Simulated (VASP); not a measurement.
# Al8N in VASP: a series of runs

The runs below take Al8N through single point, with PBE.

Program: VASP 6.6.1. These are calculated values, not measurements. Logs are shortened: lines on timing, memory, paths and dates and some standing lists are left out, and cuts for length are marked.

### Step 1. The cell of the first run

The cell holds a slab with vacuum, 9 atoms: a = 2.854 Å, b = 2.854 Å, c = 33.476 Å, α = 90.00°, β = 90.00°, γ = 120.00°.

### Step 2. Single point, PBE

Input file INCAR:

```
ALGO = Normal ; DIPOL = 0.5 0.5 0.398
EDIFF = 1E-6 ; ENCUT = 520
GGA = PE ; IDIPOL = 3
ISIF = 2 ; ISMEAR = 0
LASPH = T ; LCHARG = T
LDIPOL = T ; LELF = T
LREAL = F ; LVACPOTAV = T
LVHAR = T ; LWAVE = F
NBANDS = 24 ; NELM = 80
PREC = Accurate ; SIGMA = 0.1
```

Input file KPOINTS:

```
k-points
0
Gamma
  9 9 1
```

Input file POSCAR:

```
Al8N
1.0
    2.8543223330      0.0000000000      0.0000000000
   -1.4271611665      2.4719156510      0.0000000000
    0.0000000000      0.0000000000     33.4760593533
Al N
8 1
Direct
    0.3333333333      0.6666666667      0.1194883770
    0.0000000000      0.0000000000      0.1895622803
    0.6666666667      0.3333333333      0.2596361837
    0.0000000000      0.0000000000      0.3297100869
    0.3333333333      0.6666666667      0.3992195594
    0.0000000000      0.0000000000      0.4696536480
    0.6666666667      0.3333333333      0.5400996810
    0.0000000000      0.0000000000      0.6116627748
    0.2222222222     -0.2222222222      0.6621466141
```

Potentials or basis: VASP PAW PBE potentials, release 64 (Al, N).

The run is started by

```sh
> cat potpaw_PBE.64/Al/POTCAR potpaw_PBE.64/N/POTCAR > POTCAR
> mpirun -np 1 vasp_std > vasp.out
```

OUTCAR:

```text
EDIFF = 1E-6
   ENCUT = 520
   GGA = PE
   ISIF = 2
   ISMEAR = 0
   LASPH = T
   LREAL = F
   NELM = 80
   PREC = Accurate

 ion  position               nearest neighbor table
   1  0.333  0.667  0.119-   2 2.87   2 2.87   2 2.87
   2  0.000  0.000  0.190-   1 2.87   1 2.87   1 2.87   3 2.87   3 2.87   3 2.87
   3  0.667  0.333  0.260-   4 2.87   4 2.87   4 2.87   2 2.87   2 2.87   2 2.87
   4  0.000  0.000  0.330-   5 2.85   5 2.85   5 2.85   3 2.87   3 2.87   3 2.87
   5  0.333  0.667  0.399-   4 2.85   4 2.85   4 2.85   6 2.88   6 2.88   6 2.88
   6  0.000  0.000  0.470-   5 2.88   5 2.88   5 2.88   7 2.88   7 2.88   7 2.88
   7  0.667  0.333  0.540-   6 2.88   6 2.88   6 2.88   8 2.91   8 2.91   8 2.91
   8  0.000  0.000  0.612-   9 2.02   7 2.91   7 2.91   7 2.91
   9  0.222  0.778  0.662-   8 2.02

  LATTYP: Found a hexagonal cell.
 ALAT       =     2.8543223330
 C/A-ratio  =    11.7281986573

  Lattice vectors:

 A1 = (   2.8543223330,   0.0000000000,   0.0000000000)
 A2 = (  -1.4271611665,   2.4719156510,   0.0000000000)
 A3 = (   0.0000000000,   0.0000000000,  33.4760593533)

Analysis of symmetry for initial positions (statically):
=====================================================================
 Subroutine PRICEL returns:
 Original cell was already a primitive cell.

 Routine SETGRP: Setting up the symmetry group for a
 hexagonal supercell.

 Subroutine GETGRP returns: Found  2 space group operations
 (whereof  2 operations were pure point group operations)
 out of a pool of 24 trial point group operations.

The static configuration has the point symmetry C_1h.

Analysis of symmetry for dynamics (positions and initial velocities):
=====================================================================
 Subroutine PRICEL returns:
 Original cell was already a primitive cell.

 Routine SETGRP: Setting up the symmetry group for a
 hexagonal supercell.

 Subroutine GETGRP returns: Found  2 space group operations
 (whereof  2 operations were pure point group operations)
 out of a pool of 24 trial point group operations.

The dynamic configuration has the point symmetry C_1h.

 Subroutine INISYM returns: Found  2 space group operations
 (whereof  2 operations are pure point group operations),
 and found     1 'primitive' translations

----------------------------------------------------------------------------------------

                                     Primitive cell

  volume of cell :     236.1952

  direct lattice vectors                    reciprocal lattice vectors
     2.854322333  0.000000000  0.000000000     0.350345856  0.202272274  0.000000000
    -1.427161166  2.471915651  0.000000000     0.000000000  0.404544548  0.000000000
     0.000000000  0.000000000 33.476059353     0.000000000  0.000000000  0.029872094

  length of vectors
     2.854322333  2.854322333 33.476059353     0.404544548  0.404544548  0.029872094

  position of ions in fractional coordinates (direct lattice)
     0.333333333  0.666666667  0.119488377
     0.000000000  0.000000000  0.189562280
     0.666666667  0.333333333  0.259636184
     0.000000000  0.000000000  0.329710087
     0.333333333  0.666666667  0.399219559
     0.000000000  0.000000000  0.469653648
     0.666666667  0.333333333  0.540099681
     0.000000000  0.000000000  0.611662775
     0.222222222  0.777777778  0.662146614

  ion indices of the primitive-cell ions
   primitive index   ion index
                 1           1
                 2           2
                 3           3
                 4           4
                 5           5
                 6           6
                 7           7
                 8           8
                 9           9

----------------------------------------------------------------------------------------

 KPOINTS: k-points

Automatic generation of k-mesh.
 Grid dimensions read from file:
 generate k-points for:    9    9    1

 Generating k-lattice:

  Cartesian coordinates                     Fractional coordinates (reciprocal lattice)
     0.038927317  0.022474697  0.000000000     0.111111111 -0.000000000  0.000000000
     0.000000000  0.044949394  0.000000000     0.000000000  0.111111111  0.000000000
     0.000000000  0.000000000  0.029872094     0.000000000  0.000000000  1.000000000

  Length of vectors
     0.044949394  0.044949394  0.029872094

  Shift w.r.t. Gamma in fractional coordinates (k-lattice)
     0.000000000  0.000000000  0.000000000

 Subroutine IBZKPT returns following result:
 ===========================================

 Found     25 irreducible k-points:

 Following reciprocal coordinates:
            Coordinates               Weight
  0.000000  0.000000  0.000000      1.000000
  0.111111  0.000000  0.000000      4.000000
 -0.111111  0.111111  0.000000      2.000000
  0.222222  0.000000  0.000000      4.000000
 -0.222222  0.222222  0.000000      2.000000
  0.333333  0.000000  0.000000      4.000000
[... 16 lines left out ...]
 -0.222222 -0.444444  0.000000      4.000000
  0.444444  0.333333  0.000000      4.000000
   k-points           NKPTS =     25   k-points in BZ     NKDIM =     25   number of bands    NBANDS=     24
   number of dos      NEDOS =    301   number of ions     NIONS =      9
   total plane-waves  NPLWV = 144000
   dimension x,y,z NGX =    24 NGY =   24 NGZ =  250
   dimension x,y,z NGXF=    48 NGYF=   48 NGZF=  500
   ions per type =               8   1
   NGX,Y,Z   is equivalent  to a cutoff of  13.98, 13.98, 12.42 a.u.
   NGXF,Y,Z  is equivalent  to a cutoff of  27.96, 27.96, 24.83 a.u.
 SYSTEM =  unknown system
   PREC   = accura    normal or accurate (medium, high low for compatibility)
   ISTART =      0    job   : 0-new  1-cont  2-samecut
   ICHARG =      2    charge: 1-file 2-atom 10-const
   ISPIN  =      1    spin polarized calculation?
   LNONCOLLINEAR =      F non collinear calculations
   LSORBIT =      F    spin-orbit coupling
   LASPH  =      T    aspherical Exc in radial PAW
   ENCUT  =  520.0 eV  38.22 Ry    6.18 a.u.   5.31  5.31 62.24*2*pi/ulx,y,z
   NELM   =     80;   NELMIN=  2; NELMDL= -5     # of ELM steps
   EDIFF  = 0.1E-05   stopping-criterion for ELM
   LREAL  =      F    real-space projection
   EDIFFG = 0.1E-04   stopping-criterion for IOM
   NSW    =      0    number of steps for IOM
   IBRION =     -1    ionic relax: 0-MD 1-quasi-New 2-CG
   NFREE  =      0    steps in history (QN), initial steepest desc. (CG)
   ISIF   =      2    stress and relaxation
   ISYM   =      2    0-nonsym 1-usesym 2-fastsym
   POTIM  = 0.5000    time-step for ionic-motion
   TEBEG  =    0.0;   TEEND  =   0.0 temperature during run
   PSTRESS=    0.0 pullay stress
   NELECT =      29.0000    total number of electrons
   NUPDOWN=      -1.0000    fix difference up-down
   EMIN   =  10.00;   EMAX   =-10.00  energy-range for DOS
   EFERMI =   0.00;   METHOD = LEGACY
   ISMEAR =     0;   SIGMA  =   0.10  broadening in eV -4-tet -1-fermi 0-gaus
   EFERMI_NEDOS =   21; number of points for ismear=-14 and -15
   IALGO  =     38    algorithm
   IMIX   =      4    mixing-type and parameters
     AMIX     =   0.40;   BMIX     =  1.00
     AMIX_MAG =   1.60;   BMIX_MAG =  1.00
  volume/ion in A,a.u.               =      26.24       177.10
  Fermi-wavevector in a.u.,A,eV,Ry     =   0.813674  1.537621  9.007949  0.662066
  Thomas-Fermi vector in A             =   1.923442
   LORBIT       =      0    0 simple, 1 ext, 2 COOP (PROOUT), +10 PAW based schemes
   GGA     = PE    functional components
   LHFCALC =     F    Hartree Fock is set to
   AEXX    =    0.0000 exact exchange contribution
   IVDW    =     0    specifies the selected vdW correction
   LEPSILON=     F    determine dielectric tensor
   LRPA    =     F    only Hartree local field effects (RPA)
 non-spin polarized calculation
 Gauss-broadening in eV      SIGMA  =   0.10
  energy-cutoff  :      520.00
  volume of cell :      236.20
 maximum number of plane-waves:      6403
 NGX is ok and might be reduce to    24
   NGX = 11   NGY = 11   NGZ =125

 number of electron      28.9999999 magnetization

 dipolmoment           0.000000      0.000000      0.153066 electrons x Angstroem

 Free energy of the ion-electron system (eV)
  ---------------------------------------------------
  ext. energy  EPLUGINS =         0.00000000
  ---------------------------------------------------
  free energy    TOTEN  =       -34.48962693 eV

  energy without entropy =      -34.46261154  energy(sigma->0) =      -34.47611924

 E-fermi :   2.0397     XC(G=0):  -6.6508

 val. band max:        2.0273597475   @ k =  -0.2222   0.4444   0.0000
 cond. band min:       2.0658226090   @ k =   0.4444   0.3333   0.0000
 fundamental gap:      0.0384628615
 Fermi energy:         2.0397458555

 k-point     1 :       0.0000    0.0000    0.0000
  band No.  band energies     occupation
      1     -11.8976      2.00000
      2      -8.9536      2.00000
      3      -8.6247      2.00000
      4      -8.1310      2.00000
      5      -7.3984      2.00000
      6      -6.5478      2.00000
[... 16 lines left out ...]
     23      11.1741      0.00000
     24      12.1900      0.00000

 k-point     2 :       0.1111    0.0000    0.0000
  band No.  band energies     occupation
      1     -11.7346      2.00000
      2      -8.6553      2.00000
      3      -8.3276      2.00000
      4      -7.8359      2.00000
      5      -7.1060      2.00000
      6      -6.2588      2.00000
[... 16 lines left out ...]
     23       9.8838      0.00000
     24      10.0853      0.00000

 k-point     3 :      -0.1111    0.1111    0.0000
  band No.  band energies     occupation
      1     -11.7317      2.00000
      2      -8.6553      2.00000
      3      -8.3276      2.00000
      4      -7.8358      2.00000
      5      -7.1059      2.00000
      6      -6.2587      2.00000
[... 16 lines left out ...]
     23       9.8575      0.00000
     24      10.0688      0.00000

 k-point     4 :       0.2222    0.0000    0.0000
  band No.  band energies     occupation
      1     -11.2859      2.00000
      2      -7.7638      2.00000
      3      -7.4401      2.00000
      4      -6.9545      2.00000
      5      -6.2332      2.00000
      6      -5.3974      2.00000
[... 16 lines left out ...]
     23       7.7411      0.00000
     24       8.2450      0.00000

 k-point     5 :      -0.2222    0.2222    0.0000
  band No.  band energies     occupation
      1     -11.2738      2.00000
      2      -7.7638      2.00000
      3      -7.4400      2.00000
      4      -6.9544      2.00000
      5      -6.2329      2.00000
      6      -5.3969      2.00000
[... 16 lines left out ...]
     23       7.7625      0.00000
     24       8.2100      0.00000

 k-point     6 :       0.3333    0.0000    0.0000
  band No.  band energies     occupation
      1     -10.6914      2.00000
      2      -6.2908      2.00000
      3      -5.9740      2.00000
      4      -5.4999      2.00000
      5      -4.7968      2.00000
      6      -3.9871      2.00000
[... 16 lines left out ...]
     23       6.6370      0.00000
     24       7.1687      0.00000
[... 379 lines left out ...]
 k-point    21 :      -0.2222    0.4444    0.0000
  band No.  band energies     occupation
      1     -10.3893      2.00000
      2      -5.4144      2.00000
      3      -5.1018      2.00000
      4      -4.6354      2.00000
      5      -3.9455      2.00000
      6      -3.1574      2.00000
[... 16 lines left out ...]
     23       4.6274      0.00000
     24       4.8389      0.00000

 k-point    22 :       0.3333    0.2222    0.0000
  band No.  band energies     occupation
      1     -10.0441      2.00000
      2      -3.3936      2.00000
      3      -3.0967      2.00000
      4      -2.6635      2.00000
      5      -2.0570      2.00000
      6      -1.4572      2.00000
[... 16 lines left out ...]
     23       3.6997      0.00000
     24       4.3622      0.00000

 k-point    23 :      -0.2222   -0.4444    0.0000
  band No.  band energies     occupation
      1     -10.0330      2.00000
      2      -3.3936      2.00000
      3      -3.0972      2.00000
      4      -2.6655      2.00000
      5      -2.0658      2.00000
      6      -1.4810      2.00000
[... 16 lines left out ...]
     23       3.6955      0.00000
     24       4.2980      0.00000

 k-point    24 :       0.4444    0.3333    0.0000
  band No.  band energies     occupation
      1     -10.0163      2.00000
      2      -3.3935      2.00000
      3      -3.0968      2.00000
      4      -2.6643      2.00000
      5      -2.0621      2.00000
      6      -1.4787      2.00000
[... 16 lines left out ...]
     23       3.7146      0.00000
     24       4.3330      0.00000

 [... further k-points ...]

------------------------ aborting loop because EDIFF is reached ----------------------------------------

  FORCE on cell =-STRESS in cart. coord.  units (eV):
  Direction    XX          YY          ZZ          XY          YZ          ZX
  --------------------------------------------------------------------------------------
  -------------------------------------------------------------------------------------
  Total       -2.4871527     -2.3150035     -4.7863948      0.1490856     -0.2134856      0.3697678
  in kB      -16.8710472    -15.7033113    -32.4674443      1.0112890     -1.4481322      2.5082375
  external PRESSURE =     -21.6806009 kB  Pullay stress =       0.0000000 kB

 VOLUME and BASIS-vectors are now :
 -----------------------------------------------------------------------------
  energy-cutoff  :      520.00
  volume of cell :      236.20
      direct lattice vectors                 reciprocal lattice vectors
     2.854322333  0.000000000  0.000000000     0.350345856  0.202272274  0.000000000
    -1.427161166  2.471915651  0.000000000     0.000000000  0.404544548  0.000000000
     0.000000000  0.000000000 33.476059353     0.000000000  0.000000000  0.029872094

 POSITION                                       TOTAL-FORCE (eV/Angst)
 -----------------------------------------------------------------------------------
     -0.00000      1.64794      4.00000        -0.002307      0.001332     -0.100685
      0.00000      0.00000      6.34580         0.006463     -0.003731      0.040829
      1.42716      0.82397      8.69160         0.004097     -0.002365      0.035828
      0.00000      0.00000     11.03739         0.007211     -0.004163     -0.049569
     -0.00000      1.64794     13.36430         0.003247     -0.001875      0.175809
      0.00000      0.00000     15.72215        -0.017635      0.010182     -0.106396
      1.42716      0.82397     18.08041        -0.028052      0.016196      0.199527
      0.00000      0.00000     20.47606        -0.217417      0.125526      2.571929
     -0.47572      1.92260     22.16606         0.244394     -0.141101     -2.767272
 -----------------------------------------------------------------------------------
    total drift:                                0.000095     -0.000055      0.000835

  FREE ENERGIE OF THE ION-ELECTRON SYSTEM (eV)
  ---------------------------------------------------
  free  energy   TOTEN  =       -34.4896269344 eV

  energy  without entropy=      -34.4626115419  energy(sigma->0) =      -34.47611924

 vacuum level on the upper side and lower side of the slab        10.062         6.124
```

Wall time 6.4 min (1 thread of Intel Xeon Platinum 8259CL at 2.50GHz (Skylake/Cascade Lake), shared host); peak memory 0.41 GiB.

What came out:

| Property | Result |
| --- | --- |
| Free energy | -34.4896 eV |
| Largest force | 2.782 eV/Å |

Forces on the atoms (eV/Å):
```
Al  -0.002  0.001 -0.101
Al   0.006 -0.004  0.041
Al   0.004 -0.002  0.036
Al   0.007 -0.004 -0.050
Al   0.003 -0.002  0.176
Al  -0.018  0.010 -0.106
Al  -0.028  0.016  0.200
Al  -0.217  0.126  2.572
N    0.244 -0.141 -2.767
```

(Continued in part 2 of 2.)
